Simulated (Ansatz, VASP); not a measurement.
## Two plane-wave programs on As2Se

```
As Se
1.0
     3.78571    0.00000    0.00000
    -1.89286    3.27852    0.00000
     0.00000    0.00000   17.47344
As Se
6 3
Cartesian
  3.7857 0.0000 11.2209
  1.8929 1.0928 9.9049
  0.0000 0.0000 6.2526
  0.0000 2.1857 7.5686
  1.8929 1.0928 15.7069
  0.0000 2.1857 1.7666
  0.0000 2.1857 14.2352
  1.8929 1.0928 3.2383
  0.0000 0.0000 17.4734
```

Alike in both runs: task single point; functional PBE; k mesh 6 × 6 × 2; occupations gaussian, width 0.2 eV; no spin polarisation.

|  | VASP | Ansatz |
| --- | --- | --- |
| version | VASP 6.6.1 | Ansatz 0.2.0 |
| potentials or method | VASP PAW PBE potentials, release 64 (As, Se), cutoff 520 eV | scalar-relativistic, plane waves, PAW |
| valence electrons in the cell | 48 | 138 |

|  | VASP | Ansatz | Ansatz less VASP |
| --- | --- | --- | --- |
| gap on the k mesh at the Fermi level (eV) | 0.31 | 0.31 | 0.000 |
| least direct gap on the mesh (eV) | 0.53 | 0.52 | -0.002 |
| pressure (GPa) | 0.1 | -0.1 | -0.15 |
| traceless stress, the component that is largest in VASP (GPa) | -0.17 | -0.15 | +0.014 |
| rms of the force components (eV/Å) | 0.016 | 0.021 | +0.0055 |

Atom by atom the forces differ by 0.023 eV/Å (rms over components). The functional is the same, so the differences come from potentials, cutoffs and numerics. VASP's potentials hold 48 valence electrons a cell and Ansatz's 138, so a difference there can come from the potentials and not from the codes.
